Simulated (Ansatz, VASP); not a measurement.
## Two plane-wave programs on SiO2

```xyz
3
Lattice="-1.4500 1.4500 4.7178 1.4500 -1.4500 4.7178 1.4500 1.4500 -4.7178" Properties=species:S:1:pos:R:3 pbc="T T T"
Si    0.0000    0.0000    0.0000
O     0.0000    0.0000    3.2081
O     0.0000    0.0000    6.2275
```

Alike in both runs: task relaxation of cell and atoms; functional PBE; k mesh 8 × 8 × 8; occupations gaussian, width 0.1 eV; no spin polarisation.

|  | VASP | Ansatz |
| --- | --- | --- |
| version | VASP 6.6.1 | Ansatz 0.2.0 |
| potentials or method | VASP PAW PBE potentials, release 64 (Si, O), cutoff 600 eV | scalar-relativistic, plane waves, PAW |
| valence electrons in the cell | 16 | 16 |

|  | VASP | Ansatz | Ansatz less VASP |
| --- | --- | --- | --- |
| gap on the k mesh at the Fermi level, each at its own relaxed structure (eV) | 0.13 | 0.13 | 0.000 |
| relaxed volume (Å³/atom) | 10.25 | 10.49 | +0.239 |
| relaxed length of the cell vector where the two differ most in proportion (Å) | 5.555 | 5.680 | +0.1252 |

Noted on VASP's run: the volume moved by over 15 % at a fixed basis, so the end points are rough.
